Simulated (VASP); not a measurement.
# TiAl (P-6m2) in VASP: further runs, part 3 of 3

VASP 6.6.1. Earlier steps stand in the parts before.

### Step 5. Single point, LDA, collinear spin (16.97 Å³/atom)

This run uses another cell than the first one, of 16.97 Å³/atom.

INCAR reads:

```
  ALGO = Normal
  EDIFF = 1E-6
  ENCUT = 520
  ISIF = 2
  ISMEAR = 0
  ISPIN = 2
  LASPH = T
  LCHARG = F
  LMAXMIX = 4
  LORBIT = 11
  LREAL = F
  LWAVE = F
  MAGMOM = 0.5 0
  NBANDS = 18
  NELM = 150
  NUPDOWN = 0.5
  PREC = Accurate
  SIGMA = 0.15
```

KPOINTS reads:

```
k-points
0
Gamma
  21 21 12
```

POSCAR reads:

```
TiAl
1.0
    2.8851007109      0.0000000000      0.0000000000
   -1.4425503555      2.4985705081      0.0000000000
    0.0000000000      0.0000000000      4.7093569155
Ti Al
1 1
Direct
    0.0000000000      0.0000000000      0.0000000000
    0.3333333333      0.6666666667      0.5000000000
```

Potentials or basis: VASP PAW LDA potentials, release 64 (Ti_sv, Al).

Run with:

```sh
$ cat potpaw_LDA.64/Ti_sv/POTCAR potpaw_LDA.64/Al/POTCAR > POTCAR
$ mpirun -np 1 vasp_std > vasp.out
```

OUTCAR:

```text
EDIFF = 1E-6
   ENCUT = 520
   ISIF = 2
   ISMEAR = 0
   ISPIN = 2
   LASPH = T
   LORBIT = 11
   LREAL = F
   NELM = 150
   NUPDOWN = 0.5
   PREC = Accurate

 ion  position               nearest neighbor table
   1  0.000  0.000  0.000-   2 2.88   2 2.88   2 2.88   2 2.88   2 2.88   2 2.88
   2  0.333  0.667  0.500-   1 2.88   1 2.88   1 2.88   1 2.88   1 2.88   1 2.88

  LATTYP: Found a hexagonal cell.
 ALAT       =     2.8851007109
 C/A-ratio  =     1.6323024350

  Lattice vectors:

 A1 = (   2.8851007109,   0.0000000000,   0.0000000000)
 A2 = (  -1.4425503555,   2.4985705081,   0.0000000000)
 A3 = (   0.0000000000,   0.0000000000,   4.7093569155)

Analysis of symmetry for initial positions (statically):
=====================================================================
 Subroutine PRICEL returns:
 Original cell was already a primitive cell.

 Routine SETGRP: Setting up the symmetry group for a
 hexagonal supercell.

 Subroutine GETGRP returns: Found 12 space group operations
 (whereof 12 operations were pure point group operations)
 out of a pool of 24 trial point group operations.

The static configuration has the point symmetry D_3h.

Analysis of symmetry for dynamics (positions and initial velocities):
=====================================================================
 Subroutine PRICEL returns:
 Original cell was already a primitive cell.

 Routine SETGRP: Setting up the symmetry group for a
 hexagonal supercell.

 Subroutine GETGRP returns: Found 12 space group operations
 (whereof 12 operations were pure point group operations)
 out of a pool of 24 trial point group operations.

The dynamic configuration has the point symmetry D_3h.

Analysis of structural, dynamic, and magnetic symmetry:
=====================================================================
 Subroutine PRICEL returns:
 Original cell was already a primitive cell.
[... 150 lines left out ...]
  ---------------------------------------------------
  ext. energy  EPLUGINS =         0.00000000
  ---------------------------------------------------
  free energy    TOTEN  =       -13.18192560 eV

  energy without entropy =      -13.15704742  energy(sigma->0) =      -13.16948651

 E-fermi :   7.4109     XC(G=0): -11.0692

 val. band max:        7.5679493163   @ k =   0.2857   0.0000   0.1667
 cond. band min:       7.4147019607   @ k =   0.3333   0.2381   0.4167
 fundamental gap:     -0.1532473557
 Fermi energy:         7.5706350252

 spin component 1

 k-point     1 :       0.0000    0.0000    0.0000
  band No.  band energies     occupation
      1     -48.5308      1.00000
      2     -25.2218      1.00000
      3     -24.8301      1.00000
      4     -24.8301      1.00000
      5      -1.4032      1.00000
      6       5.0474      1.00000
[... 493 lines left out ...]
     17      22.3751      0.00000
     18      23.3313      0.00000

 [... further k-points ...]

 spin component 2

 k-point     1 :       0.0000    0.0000    0.0000
  band No.  band energies     occupation
      1     -48.2870      1.00000
      2     -25.0033      1.00000
      3     -24.5752      1.00000
      4     -24.5752      1.00000
      5      -1.2871      1.00000
      6       5.3340      1.00000
[... 493 lines left out ...]
     17      22.5142      0.00000
     18      23.5325      0.00000

 [... further k-points ...]

------------------------ aborting loop because EDIFF is reached ----------------------------------------

  FORCE on cell =-STRESS in cart. coord.  units (eV):
  Direction    XX          YY          ZZ          XY          YZ          ZX
  --------------------------------------------------------------------------------------
  -------------------------------------------------------------------------------------
  Total       -1.4400555     -1.4400555     -1.9684361      0.0000000      0.0000000      0.0000000
  in kB      -67.9634816    -67.9634816    -92.9004290      0.0000000      0.0000000      0.0000000
  external PRESSURE =     -76.2757974 kB  Pullay stress =       0.0000000 kB

 VOLUME and BASIS-vectors are now :
 -----------------------------------------------------------------------------
  energy-cutoff  :      520.00
  volume of cell :       33.95
      direct lattice vectors                 reciprocal lattice vectors
     2.885100711  0.000000000  0.000000000     0.346608351  0.200114425  0.000000000
    -1.442550356  2.498570508  0.000000000     0.000000000  0.400228850  0.000000000
     0.000000000  0.000000000  4.709356915     0.000000000  0.000000000  0.212343218

 POSITION                                       TOTAL-FORCE (eV/Angst)
 -----------------------------------------------------------------------------------
      0.00000      0.00000      0.00000         0.000000      0.000000      0.000000
     -0.00000      1.66571      2.35468        -0.000000      0.000000      0.000000
 -----------------------------------------------------------------------------------
    total drift:                                0.000000     -0.000000      0.000000

  FREE ENERGIE OF THE ION-ELECTRON SYSTEM (eV)
  ---------------------------------------------------
  free  energy   TOTEN  =       -13.1819255952 eV

  energy  without entropy=      -13.1570474178  energy(sigma->0) =      -13.16948651

 total charge

# of ion       s       p       d       tot
------------------------------------------
    1        2.217   6.123   1.920  10.261
    2        0.437   0.374   0.000   0.810
--------------------------------------------------
tot          2.654   6.497   1.920  11.071

 magnetization (x)

# of ion       s       p       d       tot
------------------------------------------
    1        0.004   0.027   0.266   0.297
    2        0.001   0.011   0.000   0.012
--------------------------------------------------
tot          0.005   0.038   0.266   0.309
```

OSZICAR:

```text
N       E                     dE             d eps       ncg     rms          rms(c)
DAV:   1     0.105913892633E+03    0.10591E+03   -0.66362E+03 24208   0.831E+02
DAV:   2    -0.845562631761E+01   -0.11437E+03   -0.10838E+03 24736   0.247E+02
DAV:   3    -0.145436349721E+02   -0.60880E+01   -0.59607E+01 33226   0.554E+01
DAV:   4    -0.147007561050E+02   -0.15712E+00   -0.15657E+00 28764   0.804E+00
DAV:   5    -0.147054064649E+02   -0.46504E-02   -0.46495E-02 29708   0.134E+00    0.904E+00
DAV:   6    -0.135110251876E+02    0.11944E+01   -0.34830E+00 27672   0.229E+01    0.385E+00
DAV:   7    -0.132180359800E+02    0.29299E+00   -0.50051E-01 28310   0.808E+00    0.190E+00
DAV:   8    -0.131869976213E+02    0.31038E-01   -0.11372E-01 27696   0.334E+00    0.847E-01
DAV:   9    -0.131822861771E+02    0.47114E-02   -0.26154E-02 28430   0.212E+00    0.368E-01
DAV:  10    -0.131821133896E+02    0.17279E-03   -0.16272E-03 27366   0.355E-01    0.147E-01
DAV:  11    -0.131819084197E+02    0.20497E-03   -0.83399E-04 31220   0.290E-01    0.573E-02
DAV:  12    -0.131819518136E+02   -0.43394E-04   -0.10955E-04 31180   0.741E-02    0.417E-02
DAV:  13    -0.131819260140E+02    0.25800E-04   -0.31342E-05 27604   0.639E-02    0.691E-03
DAV:  14    -0.131819255952E+02    0.41883E-06   -0.31772E-06 28348   0.127E-02
   1 F= -.13181926E+02 E0= -.13169487E+02  d E =-.248782E-01  mag=     0.5000
```

It took 2.6 min on 1 thread of Intel Xeon Platinum 8488C (Sapphire Rapids), shared host; peak memory 0.39 GiB.

What came out:

| Item | Value |
| --- | --- |
| Free energy | -13.1819 eV |
| Pressure | -7.6 GPa |
| Net moment | 0.50 μB per cell |
| Site moments | Ti +0.30; Al +0.01 μB |
| Valence electrons inside the program's atomic spheres | Ti 10.26; Al 0.81 |

Caveat: the cell stands under tension; the total moment is fixed, so each spin has its own Fermi level and the state may be an excited one.

### Step 6. Single point, LDA, collinear spin (16.97 Å³/atom)

This run uses another cell than the first one, of 16.97 Å³/atom.

INCAR reads:

```
ALGO     = Fast           # electronic algorithm
EDIFF    = 1E-7           # SCF threshold, eV
ENCUT    = 520            # plane-wave cutoff, eV
GGA      = CA             # functional
ISIF     = 2              # what is computed and relaxed
ISMEAR   = 0              # smearing method
ISPIN    = 2              # spin polarisation
LASPH    = True           # aspherical terms in the spheres
LCHARG   = True           # write CHGCAR
LELF     = True           # ELF
LMAXMIX  = 4              # l up to which the mixer works
LORBIT   = 11             # projections on sites
LREAL    = False          # projectors in reciprocal space
LVHAR    = True         
LWAVE    = False          # write WAVECAR
MAGMOM   = 0.75 0         # initial moments
NBANDS   = 18             # bands
NELM     = 150            # most SCF steps
NUPDOWN  = 0.75           # fixed moment
PREC     = Accurate       # precision mode
SIGMA    = 0.15           # smearing width, eV
```

KPOINTS is that of step 5.

POSCAR is that of step 5.

Potentials or basis: VASP PAW LDA potentials, release 64 (Ti_sv, Al).

Run with:

```sh
$ cat potpaw_LDA.64/Ti_sv/POTCAR potpaw_LDA.64/Al/POTCAR > POTCAR
$ mpirun -np 1 vasp_std > vasp.out
```

OUTCAR:

```text
EDIFF = 1E-7
   ENCUT = 520
   GGA = CA
   ISIF = 2
   ISMEAR = 0
   ISPIN = 2
   LASPH = True
   LORBIT = 11
   LREAL = False
   NELM = 150
   NUPDOWN = 0.75
   PREC = Accurate

 ion  position               nearest neighbor table
   1  0.000  0.000  0.000-   2 2.88   2 2.88   2 2.88   2 2.88   2 2.88   2 2.88
   2  0.333  0.667  0.500-   1 2.88   1 2.88   1 2.88   1 2.88   1 2.88   1 2.88

  LATTYP: Found a hexagonal cell.
 ALAT       =     2.8851007109
 C/A-ratio  =     1.6323024350

  Lattice vectors:

 A1 = (   2.8851007109,   0.0000000000,   0.0000000000)
 A2 = (  -1.4425503555,   2.4985705081,   0.0000000000)
 A3 = (   0.0000000000,   0.0000000000,   4.7093569155)

Analysis of symmetry for initial positions (statically):
=====================================================================
 Subroutine PRICEL returns:
 Original cell was already a primitive cell.

 Routine SETGRP: Setting up the symmetry group for a
 hexagonal supercell.

[... 703 lines left out ...]
      3     -24.4822      1.00000
      4     -24.4822      1.00000
      5      -1.2603      1.00000
      6       5.4143      1.00000
[... 493 lines left out ...]
     17      22.5505      0.00000
     18      23.6435      0.00000

 [... further k-points ...]

------------------------ aborting loop because EDIFF is reached ----------------------------------------

  FORCE on cell =-STRESS in cart. coord.  units (eV):
  Direction    XX          YY          ZZ          XY          YZ          ZX
  --------------------------------------------------------------------------------------
  -------------------------------------------------------------------------------------
  Total       -1.2982071     -1.2982071     -2.0471945      0.0000000      0.0000000      0.0000000
  in kB      -61.2689403    -61.2689403    -96.6174327      0.0000000      0.0000000      0.0000000
  external PRESSURE =     -73.0517711 kB  Pullay stress =       0.0000000 kB

 VOLUME and BASIS-vectors are now :
 -----------------------------------------------------------------------------
  energy-cutoff  :      520.00
  volume of cell :       33.95
      direct lattice vectors                 reciprocal lattice vectors
     2.885100711  0.000000000  0.000000000     0.346608351  0.200114425  0.000000000
    -1.442550356  2.498570508  0.000000000     0.000000000  0.400228850  0.000000000
     0.000000000  0.000000000  4.709356915     0.000000000  0.000000000  0.212343218

 POSITION                                       TOTAL-FORCE (eV/Angst)
 -----------------------------------------------------------------------------------
      0.00000      0.00000      0.00000        -0.000000      0.000000      0.000000
     -0.00000      1.66571      2.35468         0.000000      0.000000      0.000000
 -----------------------------------------------------------------------------------
    total drift:                                0.000000     -0.000000      0.000000

  FREE ENERGIE OF THE ION-ELECTRON SYSTEM (eV)
  ---------------------------------------------------
  free  energy   TOTEN  =       -13.1532775078 eV

  energy  without entropy=      -13.1324500052  energy(sigma->0) =      -13.14286376

 total charge

# of ion       s       p       d       tot
------------------------------------------
    1        2.217   6.123   1.924  10.264
    2        0.437   0.374   0.000   0.811
--------------------------------------------------
tot          2.653   6.497   1.924  11.074

 magnetization (x)

# of ion       s       p       d       tot
------------------------------------------
    1        0.006   0.038   0.408   0.452
    2        0.001   0.016   0.000   0.017
--------------------------------------------------
tot          0.007   0.054   0.408   0.469
```

Run time: 4.9 min. Hardware: 1 thread of Intel Xeon Platinum 8488C (Sapphire Rapids), shared host; peak memory 0.39 GiB.

Results:

```yaml
Free_energy: -13.1533 eV
Pressure: -7.3 GPa
Net_moment: 0.75 μB per cell
Site_moments: Ti +0.45; Al +0.02 μB
Valence_electrons_inside_the_program's_atomic_spheres: Ti 10.26; Al 0.81
```

Caveat: the cell stands under tension; the total moment is fixed, so each spin has its own Fermi level and the state may be an excited one.

### Step 7. Overview

```csv
fixed moment (μB),cell,pressure (GPa),moment (μB)
0.125,"a = 2.812, b = 2.812, c = 4.590 Å, angles 90.0, 90.0, 120.0°, 2 atoms",0.1,0.12
0.625,"a = 2.885, b = 2.885, c = 4.709 Å, angles 90.0, 90.0, 120.0°, 2 atoms",-7.5,0.62
0.75,"a = 2.920, b = 2.920, c = 4.767 Å, angles 90.0, 90.0, 120.0°, 2 atoms",-10.2,0.75
0.5,"a = 2.885, b = 2.885, c = 4.709 Å, angles 90.0, 90.0, 120.0°, 2 atoms",-7.6,0.50
0.75,"a = 2.885, b = 2.885, c = 4.709 Å, angles 90.0, 90.0, 120.0°, 2 atoms",-7.3,0.75
```

Alike in all rows: task single point; level LDA; potentials or basis VASP PAW LDA potentials, release 64 (Ti_sv, Al); spin collinear; k mesh 21 × 21 × 12; cutoff (eV) 520; smearing gaussian 0.15 eV.

Caveats: the total moment is fixed, so each spin has its own Fermi level and the state may be an excited one; the cell stands under tension (at least some runs).

Total energies depend on the potentials used, so only differences within one code and one set of settings carry meaning.
